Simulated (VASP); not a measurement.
# TiAl (P-6m2) in VASP: a series of runs

The runs below take TiAl through single point, with PBEsol.

Program: VASP 6.6.1. These are calculated values, not measurements. Logs are shortened: lines on timing, memory, paths and dates and some standing lists are left out, and cuts for length are marked.

## 1. The cell of the first run

It takes space group P-6m2 (No. 187, hexagonal). Conventional cell: a = 2.809 Å, b = 2.809 Å, c = 4.583 Å, α = 90.00°, β = 90.00°, γ = 120.00°. Ti (site symmetry -6m2) has 6 Al at 2.81 Å and 6 Ti at 2.81 Å within 3.7 Å. Al (site symmetry -6m2) has 6 Ti at 2.81 Å and 6 Al at 2.81 Å within 3.7 Å.

## 2. Single point, PBEsol

INCAR reads:

```
SYSTEM = TiAl
  PREC = Accurate
  ENCUT = 520
  EDIFF = 1E-6
  ISMEAR = -1
  SIGMA = 0.1
  LREAL = .FALSE.
  LASPH = .TRUE.
  NELM = 100
  ALGO = Normal
  ISIF = 2
  LWAVE = .FALSE.
  LCHARG = .FALSE.
  GGA = PS
  NBANDS = 14
```

KPOINTS reads:

```
Automatic mesh
0
G
  9 9 5
  0 0 0
```

POSCAR reads:

```
TiAl
1.0
    2.8087300252      0.0000000000      0.0000000000
   -1.4043650126      2.4324318174      0.0000000000
    0.0000000000      0.0000000000      4.5825851222
Ti Al
1 1
Direct
    0.0000000000      0.0000000000      0.0000000000
    0.3333333333      0.6666666667      0.5000000000
```

Potentials or basis: VASP PAW PBE potentials, release 64 (Ti_sv, Al).

Run with:

```
> cat potpaw_PBE.64/Ti_sv/POTCAR potpaw_PBE.64/Al/POTCAR > POTCAR
> mpirun -np 1 vasp_std > vasp.out
```

OUTCAR:

```text
SYSTEM = TiAl
   PREC = Accurate
   ENCUT = 520
   EDIFF = 1E-6
   ISMEAR = -1
   LREAL = .FALSE.
   LASPH = .TRUE.
   NELM = 100
   ISIF = 2
   GGA = PS

 ion  position               nearest neighbor table
   1  0.000  0.000  0.000-   2 2.81   2 2.81   2 2.81   2 2.81   2 2.81   2 2.81
   2  0.333  0.667  0.500-   1 2.81   1 2.81   1 2.81   1 2.81   1 2.81   1 2.81

  LATTYP: Found a hexagonal cell.
 ALAT       =     2.8087300252
 C/A-ratio  =     1.6315505873

  Lattice vectors:

 A1 = (   2.8087300252,   0.0000000000,   0.0000000000)
 A2 = (  -1.4043650126,   2.4324318174,   0.0000000000)
 A3 = (   0.0000000000,   0.0000000000,   4.5825851222)

Analysis of symmetry for initial positions (statically):
=====================================================================
 Subroutine PRICEL returns:
 Original cell was already a primitive cell.

 Routine SETGRP: Setting up the symmetry group for a
 hexagonal supercell.

 Subroutine GETGRP returns: Found 12 space group operations
 (whereof 12 operations were pure point group operations)
 out of a pool of 24 trial point group operations.

The static configuration has the point symmetry D_3h.

Analysis of symmetry for dynamics (positions and initial velocities):
=====================================================================
 Subroutine PRICEL returns:
 Original cell was already a primitive cell.

 Routine SETGRP: Setting up the symmetry group for a
 hexagonal supercell.

 Subroutine GETGRP returns: Found 12 space group operations
 (whereof 12 operations were pure point group operations)
 out of a pool of 24 trial point group operations.

The dynamic configuration has the point symmetry D_3h.

 Subroutine INISYM returns: Found 12 space group operations
 (whereof 12 operations are pure point group operations),
 and found     1 'primitive' translations

----------------------------------------------------------------------------------------

                                     Primitive cell

  volume of cell :      31.3084

  direct lattice vectors                    reciprocal lattice vectors
     2.808730025  0.000000000  0.000000000     0.356032795  0.205555608  0.000000000
    -1.404365013  2.432431817  0.000000000     0.000000000  0.411111215  0.000000000
     0.000000000  0.000000000  4.582585122     0.000000000  0.000000000  0.218217441

  length of vectors
     2.808730025  2.808730253  4.582585122     0.411111248  0.411111215  0.218217441

  position of ions in fractional coordinates (direct lattice)
     0.000000000  0.000000000  0.000000000
     0.333333333  0.666666667  0.500000000

  ion indices of the primitive-cell ions
   primitive index   ion index
                 1           1
                 2           2

----------------------------------------------------------------------------------------

 KPOINTS: Automatic mesh

Automatic generation of k-mesh.
 Grid dimensions read from file:
 generate k-points for:    9    9    5

 Generating k-lattice:

  Cartesian coordinates                     Fractional coordinates (reciprocal lattice)
     0.039559199  0.022839512  0.000000000     0.111111111  0.000000000  0.000000000
     0.000000000  0.045679024  0.000000000     0.000000000  0.111111111  0.000000000
     0.000000000  0.000000000  0.043643488     0.000000000  0.000000000  0.200000000

  Length of vectors
     0.045679028  0.045679024  0.043643488

  Shift w.r.t. Gamma in fractional coordinates (k-lattice)
     0.000000000  0.000000000  0.000000000

 Subroutine IBZKPT returns following result:
 ===========================================

 Found     36 irreducible k-points:

 Following reciprocal coordinates:
            Coordinates               Weight
  0.000000  0.000000  0.000000      1.000000
  0.111111  0.000000  0.000000      6.000000
  0.222222  0.000000  0.000000      6.000000
  0.333333  0.000000  0.000000      6.000000
  0.444444  0.000000  0.000000      6.000000
  0.111111  0.111111  0.000000      6.000000
[... 16 lines left out ...]
  0.333333  0.222222  0.200000     24.000000
  0.333333  0.333333  0.200000      4.000000
 [... further k-points ...]
   k-points           NKPTS =     36   k-points in BZ     NKDIM =     36   number of bands    NBANDS=     14
   number of dos      NEDOS =    301   number of ions     NIONS =      2
   total plane-waves  NPLWV =  20736
   dimension x,y,z NGX =    24 NGY =   24 NGZ =   36
   dimension x,y,z NGXF=    48 NGYF=   48 NGZF=   72
   ions per type =               1   1
   NGX,Y,Z   is equivalent  to a cutoff of  14.21, 14.21, 13.06 a.u.
   NGXF,Y,Z  is equivalent  to a cutoff of  28.41, 28.41, 26.12 a.u.
 SYSTEM =  TiAl
   PREC   = accura    normal or accurate (medium, high low for compatibility)
   ISTART =      0    job   : 0-new  1-cont  2-samecut
   ICHARG =      2    charge: 1-file 2-atom 10-const
   ISPIN  =      1    spin polarized calculation?
   LNONCOLLINEAR =      F non collinear calculations
   LSORBIT =      F    spin-orbit coupling
   LASPH  =      T    aspherical Exc in radial PAW
   ENCUT  =  520.0 eV  38.22 Ry    6.18 a.u.   5.22  5.22  8.52*2*pi/ulx,y,z
   NELM   =    100;   NELMIN=  2; NELMDL= -5     # of ELM steps
   EDIFF  = 0.1E-05   stopping-criterion for ELM
   LREAL  =      F    real-space projection
   EDIFFG = 0.1E-04   stopping-criterion for IOM
   NSW    =      0    number of steps for IOM
   IBRION =     -1    ionic relax: 0-MD 1-quasi-New 2-CG
   NFREE  =      0    steps in history (QN), initial steepest desc. (CG)
   ISIF   =      2    stress and relaxation
   ISYM   =      2    0-nonsym 1-usesym 2-fastsym
   POTIM  = 0.5000    time-step for ionic-motion
   TEBEG  =    0.0;   TEEND  =   0.0 temperature during run
   PSTRESS=    0.0 pullay stress
   NELECT =      15.0000    total number of electrons
   NUPDOWN=      -1.0000    fix difference up-down
   EMIN   =  10.00;   EMAX   =-10.00  energy-range for DOS
   EFERMI =   0.00;   METHOD = LEGACY
   ISMEAR =    -1;   SIGMA  =   0.10  broadening in eV -4-tet -1-fermi 0-gaus
   EFERMI_NEDOS =   21; number of points for ismear=-14 and -15
   IALGO  =     38    algorithm
   IMIX   =      4    mixing-type and parameters
     AMIX     =   0.40;   BMIX     =  1.00
     AMIX_MAG =   1.60;   BMIX_MAG =  1.00
  volume/ion in A,a.u.               =      15.65       105.64
  Fermi-wavevector in a.u.,A,eV,Ry     =   1.281007  2.420752 22.326875  1.640979
  Thomas-Fermi vector in A             =   2.413402
   LORBIT       =      0    0 simple, 1 ext, 2 COOP (PROOUT), +10 PAW based schemes
   GGA     = PS    functional components
   LHFCALC =     F    Hartree Fock is set to
   AEXX    =    0.0000 exact exchange contribution
   IVDW    =     0    specifies the selected vdW correction
   LEPSILON=     F    determine dielectric tensor
   LRPA    =     F    only Hartree local field effects (RPA)
 non-spin polarized calculation
  energy-cutoff  :      520.00
  volume of cell :       31.31
 maximum number of plane-waves:       854
 NGX is ok and might be reduce to    24
   NGX = 11   NGY = 11   NGZ = 17

 number of electron      15.0000003 magnetization

 Free energy of the ion-electron system (eV)
  ---------------------------------------------------
  ext. energy  EPLUGINS =         0.00000000
  ---------------------------------------------------
  free energy    TOTEN  =       -12.95811794 eV

  energy without entropy =      -12.88607274  energy(sigma->0) =      -12.92209534

 E-fermi :   8.4680     XC(G=0): -11.2986

 val. band max:        8.4485357223   @ k =   0.3333   0.3333   0.4000
 cond. band min:       8.4731534645   @ k =   0.2222   0.1111   0.0000
 fundamental gap:      0.0246177421
 Fermi energy:         8.4679835512

 k-point     1 :       0.0000    0.0000    0.0000
  band No.  band energies     occupation
      1     -47.7046      2.00000
      2     -24.1517      2.00000
      3     -23.6381      2.00000
      4     -23.6381      2.00000
      5      -0.8150      2.00000
      6       6.0590      2.00000
      7       6.5630      2.00000
      8       9.8033      0.00000
      9       9.8033      0.00000
     10      11.4125      0.00000
     11      11.4125      0.00000
     12      12.6331      0.00000
     13      21.7363      0.00000
     14      21.7363      0.00000

 k-point     2 :       0.1111    0.0000    0.0000
  band No.  band energies     occupation
      1     -47.6903      2.00000
      2     -24.1378      2.00000
      3     -23.7240      2.00000
      4     -23.6573      2.00000
      5      -0.4952      2.00000
      6       6.4052      2.00000
      7       6.5876      2.00000
      8       9.4960      0.00007
      9      10.0728      0.00000
     10      11.3200      0.00000
     11      11.4804      0.00000
     12      12.7080      0.00000
     13      18.5610      0.00000
     14      20.1055      0.00000

 k-point     3 :       0.2222    0.0000    0.0000
  band No.  band energies     occupation
      1     -47.6537      2.00000
      2     -24.1024      2.00000
      3     -23.9380      2.00000
      4     -23.7056      2.00000
      5       0.4420      2.00000
      6       6.6464      2.00000
      7       7.1897      1.99999
      8       8.8908      0.02875
      9      10.8150      0.00000
     10      11.0931      0.00000
     11      11.7193      0.00000
     12      12.8338      0.00000
     13      15.0882      0.00000
     14      18.5346      0.00000

 k-point     4 :       0.3333    0.0000    0.0000
  band No.  band energies     occupation
      1     -47.6119      2.00000
      2     -24.1756      2.00000
      3     -24.0620      2.00000
      4     -23.7601      2.00000
      5       1.9362      2.00000
      6       6.7074      2.00000
      7       7.3447      1.99997
      8       8.4160      1.25402
      9      10.8471      0.00000
     10      11.8091      0.00000
     11      12.1605      0.00000
     12      12.4038      0.00000
     13      13.6933      0.00000
     14      17.3959      0.00000

 k-point     5 :       0.4444    0.0000    0.0000
  band No.  band energies     occupation
      1     -47.5844      2.00000
      2     -24.3276      2.00000
      3     -24.0355      2.00000
      4     -23.7954      2.00000
      5       3.8487      2.00000
      6       6.2790      2.00000
      7       6.7444      2.00000
      8       7.4466      1.99993
      9      10.6928      0.00000
     10      12.6084      0.00000
     11      12.6336      0.00000
[... 276 lines left out ...]
 k-point    22 :       0.2222    0.2222    0.2000
  band No.  band energies     occupation
      1     -47.5934      2.00000
      2     -24.1860      2.00000
      3     -24.0454      2.00000
      4     -23.8807      2.00000
      5       2.9462      2.00000
      6       6.7985      2.00000
      7       7.8119      1.99717
      8       8.3828      1.40207
      9       9.5371      0.00005
     10      11.2064      0.00000
     11      11.5856      0.00000
     12      13.0777      0.00000
     13      14.0668      0.00000
     14      16.5125      0.00000

 k-point    23 :       0.3333    0.2222    0.2000
  band No.  band energies     occupation
      1     -47.5723      2.00000
      2     -24.2388      2.00000
      3     -24.0249      2.00000
      4     -23.9741      2.00000
      5       4.7723      2.00000
      6       6.6306      2.00000
      7       7.5689      1.99975
      8       7.9296      1.99086
      9       8.8466      0.04435
     10      11.1330      0.00000
     11      11.6486      0.00000
     12      12.6289      0.00000
     13      14.6168      0.00000
     14      16.1202      0.00000

 k-point    24 :       0.3333    0.3333    0.2000
  band No.  band energies     occupation
      1     -47.5650      2.00000
      2     -24.1349      2.00000
      3     -24.1304      2.00000
      4     -24.0178      2.00000
      5       6.5065      2.00000
      6       6.6318      2.00000
      7       6.6438      2.00000
      8       7.8302      1.99661
      9       8.3990      1.33169
     10      10.8804      0.00000
     11      11.7763      0.00000
     12      11.9377      0.00000
     13      15.5820      0.00000
     14      16.1678      0.00000

 [... further k-points ...]
[... 5 lines left out ...]
  --------------------------------------------------------------------------------------
  -------------------------------------------------------------------------------------
  Total        0.8362042      0.8362044      0.8172631      0.0000000      0.0000000      0.0000000
  in kB       42.7919140     42.7919233     41.8226216      0.0000000      0.0000000      0.0000000
  external PRESSURE =      42.4688196 kB  Pullay stress =       0.0000000 kB

 VOLUME and BASIS-vectors are now :
 -----------------------------------------------------------------------------
  energy-cutoff  :      520.00
  volume of cell :       31.31
      direct lattice vectors                 reciprocal lattice vectors
     2.808730025  0.000000000  0.000000000     0.356032795  0.205555608  0.000000000
    -1.404365013  2.432431817  0.000000000     0.000000000  0.411111215  0.000000000
     0.000000000  0.000000000  4.582585122     0.000000000  0.000000000  0.218217441

 POSITION                                       TOTAL-FORCE (eV/Angst)
 -----------------------------------------------------------------------------------
      0.00000      0.00000      0.00000         0.000000     -0.000000      0.000000
     -0.00000      1.62162      2.29129         0.000000      0.000000      0.000000
 -----------------------------------------------------------------------------------
    total drift:                                0.000000      0.000000      0.000000

  FREE ENERGIE OF THE ION-ELECTRON SYSTEM (eV)
  ---------------------------------------------------
  free  energy   TOTEN  =       -12.9581179352 eV

  energy  without entropy=      -12.8860727440  energy(sigma->0) =      -12.92209534
```

It took 9.1 s on 1 thread of Intel Xeon Platinum 8488C (Sapphire Rapids), shared host; peak memory 0.15 GiB.

What came out:

```
Free energy : -12.9581 eV
Pressure    : 4.2 GPa
```

Caveat: the PAW data sets were made with another functional, which shifts forces and pressure a little.

## 3. Single point, PBEsol

This run uses another cell than the first one, of 15.99 Å³/atom, 1.021 times its volume.

INCAR reads:

```
SYSTEM = TiAl
ALGO     = Normal         ! electronic algorithm
EDIFF    = 1E-6           ! SCF threshold, eV
ENCUT    = 520            ! plane-wave cutoff, eV
GGA      = PS             ! functional
ISIF     = 2              ! what is computed and relaxed
ISMEAR   = -1             ! smearing method
LASPH    = .True.         ! aspherical terms in the spheres
LCHARG   = .False.        ! write CHGCAR
LREAL    = .False.        ! projectors in reciprocal space
LWAVE    = .False.        ! write WAVECAR
NBANDS   = 14             ! bands
NELM     = 100            ! most SCF steps
PREC     = Accurate       ! precision mode
SIGMA    = 0.1            ! smearing width, eV
```

KPOINTS reads:

```
k-points
0
Gamma
  9 9 5
  0 0 0
```

POSCAR reads:

```
TiAl
1.0
    2.8285104659      0.0000000000      0.0000000000
   -1.4142552329      2.4495621834      0.0000000000
    0.0000000000      0.0000000000      4.6148579117
Ti Al
1 1
Direct
    0.0000000000      0.0000000000      0.0000000000
    0.3333333333      0.6666666667      0.5000000000
```

Potentials or basis: VASP PAW PBE potentials, release 64 (Ti_sv, Al).

Run with:

```
> cat potpaw_PBE.64/Ti_sv/POTCAR potpaw_PBE.64/Al/POTCAR > POTCAR
> mpirun -np 1 vasp_std > vasp.out
```

Run time: 9.3 s. Hardware: 1 thread of Intel Xeon Platinum 8488C (Sapphire Rapids), shared host; peak memory 0.15 GiB.

Results (log left out):

- Free energy: -12.9704 eV
- Pressure: 1.7 GPa

Stress tensor (GPa, compression positive):
```
1.86 0.00 0.00
0.00 1.86 0.00
0.00 0.00 1.32
```

Levels at points of the mesh, in eV from the Fermi level:
| k point | band 3 | band 4 | band 5 | band 6 | band 7 | band 8 | band 9 | band 10 | band 11 | band 12 |
| --- | --- | --- | --- | --- | --- | --- | --- | --- | --- | --- |
| (0.00, 0.00, 0.00) | -32.18 | -32.18 | -9.18 | -2.38 | -1.90 | 1.31 | 1.31 | 2.87 | 2.87 | 4.06 |

Caveat: the PAW data sets were made with another functional, which shifts forces and pressure a little.

(Continued in part 2 of 2.)
